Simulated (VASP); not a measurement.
# BaS (P6_3/mmc) in VASP: a series of runs, part 3 of 3

VASP 6.6.1.

## Step 6: Relaxation of cell and atoms, PBE

This run uses another cell than the first one, of 34.31 Å³/atom, 1.031 times its volume.

The input, INCAR:

```
SYSTEM = BaS
  PREC = Accurate
  ENCUT = 600
  EDIFF = 1E-7
  ISMEAR = -1
  SIGMA = 0.02
  LREAL = .FALSE.
  LASPH = .TRUE.
  NELM = 60
  ALGO = Normal
  ISIF = 3
  LWAVE = .FALSE.
  LCHARG = .FALSE.
  GGA = PE
  IBRION = 2
  NSW = 80
  EDIFFG = -0.005
```

The input, KPOINTS:

```
Automatic mesh
0
G
  6 6 4
  0 0 0
```

The input, POSCAR:

```
BaS
1.0
    4.5983667300      0.0000000000      0.0000000000
   -2.2991833650      3.9823024041      0.0000000000
    0.0000000000      0.0000000000      7.4953377699
Ba S
2 2
Direct
    0.0000000000      0.0000000000      0.0000000000
    0.0000000000      0.0000000000      0.5000000000
    0.3333333333      0.6666666667      0.2500000000
    0.6666666667      0.3333333333      0.7500000000
```

Potentials or basis: VASP PAW PBE potentials, release 64 (Ba_sv, S).

Started as:

```console
$ cat potpaw_PBE.64/Ba_sv/POTCAR potpaw_PBE.64/S/POTCAR > POTCAR
$ mpirun -np 1 vasp_std > vasp.out
```

OUTCAR:

```text
SYSTEM = BaS
   PREC = Accurate
   ENCUT = 600
   EDIFF = 1E-7
   ISMEAR = -1
   LREAL = .FALSE.
   LASPH = .TRUE.
   NELM = 60
   ISIF = 3
   GGA = PE
   IBRION = 2
   NSW = 80
   EDIFFG = -0.005

 ion  position               nearest neighbor table
   1  0.000  0.000  0.000-   3 3.25   4 3.25   4 3.25   3 3.25   4 3.25   3 3.25   2 3.75   2 3.75

   2  0.000  0.000  0.500-   3 3.25   4 3.25   4 3.25   3 3.25   4 3.25   3 3.25   1 3.75   1 3.75

   3  0.333  0.667  0.250-   1 3.25   2 3.25   1 3.25   2 3.25   1 3.25   2 3.25
   4  0.667  0.333  0.750-   1 3.25   2 3.25   1 3.25   2 3.25   1 3.25   2 3.25

  LATTYP: Found a hexagonal cell.
 ALAT       =     4.5983667300
 C/A-ratio  =     1.6300000000

  Lattice vectors:

 A1 = (   4.5983667300,   0.0000000000,   0.0000000000)
 A2 = (  -2.2991833650,   3.9823024041,   0.0000000000)
 A3 = (   0.0000000000,   0.0000000000,   7.4953377699)

Analysis of symmetry for initial positions (statically):
=====================================================================
 Subroutine PRICEL returns:
 Original cell was already a primitive cell.

 Routine SETGRP: Setting up the symmetry group for a
 hexagonal supercell.

 Subroutine GETGRP returns: Found 24 space group operations
 (whereof 12 operations were pure point group operations)
 out of a pool of 24 trial point group operations.

The static configuration has the point symmetry D_3d.
 The point group associated with its full space group is D_6h.

Analysis of symmetry for dynamics (positions and initial velocities):
=====================================================================
 Subroutine PRICEL returns:
 Original cell was already a primitive cell.

 Routine SETGRP: Setting up the symmetry group for a
 hexagonal supercell.

 Subroutine GETGRP returns: Found 24 space group operations
 (whereof 12 operations were pure point group operations)
 out of a pool of 24 trial point group operations.

The dynamic configuration has the point symmetry D_3d.
 The point group associated with its full space group is D_6h.

 Subroutine INISYM returns: Found 24 space group operations
 (whereof 12 operations are pure point group operations),
 and found     1 'primitive' translations

----------------------------------------------------------------------------------------

                                     Primitive cell

  volume of cell :     137.2553

  direct lattice vectors                    reciprocal lattice vectors
     4.598366730  0.000000000  0.000000000     0.217468518  0.125555508  0.000000000
    -2.299183365  3.982302404  0.000000000     0.000000000  0.251111015  0.000000000
     0.000000000  0.000000000  7.495337770     0.000000000  0.000000000  0.133416269

  length of vectors
     4.598366730  4.598366730  7.495337770     0.251111015  0.251111015  0.133416269

  position of ions in fractional coordinates (direct lattice)
     0.000000000  0.000000000  0.000000000
     0.000000000  0.000000000  0.500000000
     0.333333333  0.666666667  0.250000000
     0.666666667  0.333333333  0.750000000

  ion indices of the primitive-cell ions
   primitive index   ion index
                 1           1
                 2           2
                 3           3
                 4           4

----------------------------------------------------------------------------------------

 KPOINTS: Automatic mesh

Automatic generation of k-mesh.
 Grid dimensions read from file:
 generate k-points for:    6    6    4

 Generating k-lattice:

  Cartesian coordinates                     Fractional coordinates (reciprocal lattice)
     0.036244753  0.020925918  0.000000000     0.166666667  0.000000000  0.000000000
     0.000000000  0.041851836  0.000000000     0.000000000  0.166666667  0.000000000
     0.000000000  0.000000000  0.033354067     0.000000000  0.000000000  0.250000000

  Length of vectors
     0.041851836  0.041851836  0.033354067

  Shift w.r.t. Gamma in fractional coordinates (k-lattice)
     0.000000000  0.000000000  0.000000000

 Subroutine IBZKPT returns following result:
 ===========================================

 Found     21 irreducible k-points:

 Following reciprocal coordinates:
            Coordinates               Weight
  0.000000  0.000000  0.000000      1.000000
  0.166667  0.000000  0.000000      6.000000
  0.333333  0.000000  0.000000      6.000000
  0.500000  0.000000  0.000000      3.000000
  0.166667  0.166667  0.000000      6.000000
  0.333333  0.166667  0.000000     12.000000
[... 13 lines left out ...]
  0.333333  0.166667  0.500000     12.000000
  0.333333  0.333333  0.500000      2.000000
   k-points           NKPTS =     21   k-points in BZ     NKDIM =     21   number of bands    NBANDS=     20
   number of dos      NEDOS =    301   number of ions     NIONS =      4
   total plane-waves  NPLWV =  96000
   dimension x,y,z NGX =    40 NGY =   40 NGZ =   60
   dimension x,y,z NGXF=    80 NGYF=   80 NGZF=  120
   ions per type =               2   2
   NGX,Y,Z   is equivalent  to a cutoff of  14.46, 14.46, 13.31 a.u.
   NGXF,Y,Z  is equivalent  to a cutoff of  28.92, 28.92, 26.62 a.u.
 SYSTEM =  BaS
   PREC   = accura    normal or accurate (medium, high low for compatibility)
   ISTART =      0    job   : 0-new  1-cont  2-samecut
   ICHARG =      2    charge: 1-file 2-atom 10-const
   ISPIN  =      1    spin polarized calculation?
   LNONCOLLINEAR =      F non collinear calculations
   LSORBIT =      F    spin-orbit coupling
   LASPH  =      T    aspherical Exc in radial PAW
   ENCUT  =  600.0 eV  44.10 Ry    6.64 a.u.   9.18  9.18 14.97*2*pi/ulx,y,z
   NELM   =     60;   NELMIN=  2; NELMDL= -5     # of ELM steps
   EDIFF  = 0.1E-06   stopping-criterion for ELM
   LREAL  =      F    real-space projection
   EDIFFG = -.5E-02   stopping-criterion for IOM
   NSW    =     80    number of steps for IOM
   IBRION =      2    ionic relax: 0-MD 1-quasi-New 2-CG
   NFREE  =      1    steps in history (QN), initial steepest desc. (CG)
   ISIF   =      3    stress and relaxation
   ISYM   =      2    0-nonsym 1-usesym 2-fastsym
   POTIM  = 0.5000    time-step for ionic-motion
   TEBEG  =    0.0;   TEEND  =   0.0 temperature during run
   PSTRESS=    0.0 pullay stress
   NELECT =      32.0000    total number of electrons
   NUPDOWN=      -1.0000    fix difference up-down
   EMIN   =  10.00;   EMAX   =-10.00  energy-range for DOS
   EFERMI =   0.00;   METHOD = LEGACY
   ISMEAR =    -1;   SIGMA  =   0.02  broadening in eV -4-tet -1-fermi 0-gaus
   EFERMI_NEDOS =   21; number of points for ismear=-14 and -15
   IALGO  =     38    algorithm
   IMIX   =      4    mixing-type and parameters
     AMIX     =   0.40;   BMIX     =  1.00
     AMIX_MAG =   1.60;   BMIX_MAG =  1.00
  volume/ion in A,a.u.               =      34.31       231.56
  Fermi-wavevector in a.u.,A,eV,Ry     =   1.007585  1.904060 13.813016  1.015228
  Thomas-Fermi vector in A             =   2.140399
   LORBIT       =      0    0 simple, 1 ext, 2 COOP (PROOUT), +10 PAW based schemes
   GGA     = PE    functional components
   LHFCALC =     F    Hartree Fock is set to
   AEXX    =    0.0000 exact exchange contribution
   IVDW    =     0    specifies the selected vdW correction
   LEPSILON=     F    determine dielectric tensor
   LRPA    =     F    only Hartree local field effects (RPA)
 conjugate gradient relaxation of ions
 non-spin polarized calculation
  energy-cutoff  :      600.00
  volume of cell :      137.26
 maximum number of plane-waves:      4604
 NGX is ok and might be reduce to    40
   NGX = 19   NGY = 19   NGZ = 29

--------------------------------------- Ionic step        1  -------------------------------------------

 number of electron      31.9999999 magnetization

 Free energy of the ion-electron system (eV)
  ---------------------------------------------------
  ext. energy  EPLUGINS =         0.00000000
  ---------------------------------------------------
  free energy    TOTEN  =       -19.87301655 eV

  energy without entropy =      -19.87301655  energy(sigma->0) =      -19.87301655

------------------------ aborting loop because EDIFF is reached ----------------------------------------

  FORCE on cell =-STRESS in cart. coord.  units (eV):
  Direction    XX          YY          ZZ          XY          YZ          ZX
  --------------------------------------------------------------------------------------
  -------------------------------------------------------------------------------------
  Total       -1.6098244     -1.6098244      2.4080936      0.0000000     -0.0000000      0.0000000
  in kB      -18.7914388    -18.7914388     28.1096147      0.0000000     -0.0000000      0.0000000
  external PRESSURE =      -3.1577543 kB  Pullay stress =       0.0000000 kB
[... 175 lines left out ...]
  energy  without entropy=      -19.9759376106  energy(sigma->0) =      -19.97593761

--------------------------------------- Ionic step        6  -------------------------------------------

 number of electron      32.0000001 magnetization

 Free energy of the ion-electron system (eV)
  ---------------------------------------------------
  ext. energy  EPLUGINS =         0.00000000
  ---------------------------------------------------
  free energy    TOTEN  =       -19.97599577 eV

  energy without entropy =      -19.97599577  energy(sigma->0) =      -19.97599577

 E-fermi :   1.8059     XC(G=0):  -8.4461

 val. band max:        1.3539057747   @ k =   0.0000   0.0000   0.0000
 cond. band min:       3.6809357109   @ k =   0.0000   0.0000   0.0000
 fundamental gap:      2.3270299362
 Fermi energy:         1.8058810819

 k-point     1 :       0.0000    0.0000    0.0000
  band No.  band energies     occupation
      1     -25.1235      2.00000
      2     -25.0530      2.00000
      3     -11.2859      2.00000
      4     -10.1854      2.00000
      5     -10.1854      2.00000
      6     -10.0814      2.00000
[... 12 lines left out ...]
     19       5.3959      0.00000
[... 490 lines left out ...]
  FREE ENERGIE OF THE ION-ELECTRON SYSTEM (eV)
  ---------------------------------------------------
  free  energy   TOTEN  =       -19.9759957663 eV

  energy  without entropy=      -19.9759957663  energy(sigma->0) =      -19.97599577

 reached required accuracy - stopping structural energy minimisation
```

CONTCAR:

```text
BaS
   1.00000000000000
     4.4668709121859420    0.0000000000000000    0.0000000000000000
    -2.2334354560929710    3.8684236853813720   -0.0000000000000000
     0.0000000000000000   -0.0000000000000000    7.8478446297262741
  Ba              S
     2     2
Direct
     0.0000000000000000    0.0000000000000000    0.0000000000000000
     0.0000000000000000    0.0000000000000000    0.5000000000000000
     0.3333333332999970    0.6666666667000030    0.2500000000000000
     0.6666666667000030    0.3333333332999970    0.7500000000000000

  0.00000000E+00  0.00000000E+00  0.00000000E+00
  0.00000000E+00  0.00000000E+00  0.00000000E+00
  0.00000000E+00  0.00000000E+00  0.00000000E+00
  0.00000000E+00  0.00000000E+00  0.00000000E+00
```

It took 5.5 min on 1 thread of Intel Xeon Platinum 8259CL at 2.50GHz (Skylake/Cascade Lake), shared host; peak memory 0.34 GiB.

Results:

```yaml
Free_energy: -19.9760 eV
Relaxed_volume: 33.90 Å³/atom
Relaxed_cell: a = 4.467 Å, b = 4.467 Å, c = 7.848 Å, α = 90.00°, β = 90.00°, γ = 120.00°
Space_group_after_relaxing_to_0.05_Å: P6_3/mmc (No. 194)
Energy_gained_by_relaxing: 25.7 meV/atom
Ionic_steps: 6
Pressure_after_relaxing: 0.0 GPa
Band_gap_on_the_k_mesh: 2.33 eV, direct
```

The path:
| step | energy change (eV) | largest force (eV/Å) | pressure (GPa) | volume (Å³) |
| --- | --- | --- | --- | --- |
| 1 | 0.0000 | 0.0000 | -0.32 | 137.26 |
| 2 | -0.0897 | 0.0000 | 0.02 | 135.81 |
| 3 | -0.1025 | 0.0000 | 0.21 | 134.89 |
| 4 | -0.1025 | 0.0000 | 0.20 | 134.95 |
| 5 | -0.1029 | 0.0000 | -0.07 | 135.86 |
| 6 | -0.1030 | 0.0000 | 0.00 | 135.61 |

Final structure:
```
Ba S
1.0
     4.46687    0.00000    0.00000
    -2.23344    3.86842    0.00000
     0.00000    0.00000    7.84784
Ba S
2 2
Direct
  0.00000 0.00000 0.00000
  0.00000 0.00000 0.50000
  0.33333 0.66667 0.25000
  0.66667 0.33333 0.75000
```

Caveat: spin-orbit coupling is left out, which moves the levels of the heavy elements.

## Step 7: Overview

```csv
task,level,potentials or basis,cell,cutoff (eV),smearing,gap on the mesh (eV),pressure (GPa),relaxed volume (Å³/atom)
single point,r2SCAN,"VASP PAW PBE potentials, release 64 (Ba_sv, S)","a = 4.442, b = 4.442, c = 7.789 Å, angles 90.0, 90.0, 120.0°, 4 atoms",520,fermi-dirac 0.02 eV,2.71,0.6,-
single point,r2SCAN,"VASP PAW PBE potentials, release 64 (Ba_sv, S)","a = 4.442, b = 4.442, c = 7.789 Å, angles 90.0, 90.0, 120.0°, 4 atoms",520,gaussian 0.01 eV,2.71,0.6,-
relaxation of cell and atoms,PBEsol,"VASP PAW PBE potentials, release 64 (Ba_sv, S)","relaxed from a = 4.446, b = 4.446, c = 7.804 Å, angles 90.0, 90.0, 120.0°, 4 atoms",600,fermi-dirac 0.02 eV,2.17,0.0,32.41
relaxation of cell and atoms,LDA,"VASP PAW LDA potentials, release 64 (Ba_sv, S)","relaxed from a = 4.446, b = 4.446, c = 7.804 Å, angles 90.0, 90.0, 120.0°, 4 atoms",600,fermi-dirac 0.02 eV,2.05,0.0,31.47
relaxation of cell and atoms,PBE,"VASP PAW PBE potentials, release 64 (Ba_sv, S)","relaxed from a = 4.598, b = 4.598, c = 7.495 Å, angles 90.0, 90.0, 120.0°, 4 atoms",600,fermi-dirac 0.02 eV,2.33,0.0,33.90
```

Alike in all rows: no spin polarisation; k mesh 6 × 6 × 4.

Caveats: spin-orbit coupling is left out, which moves the levels of the heavy elements; the PAW data sets were made with another functional, which shifts forces and pressure a little (some runs).

Total energies depend on the potentials used, so only differences within one code and one set of settings carry meaning.
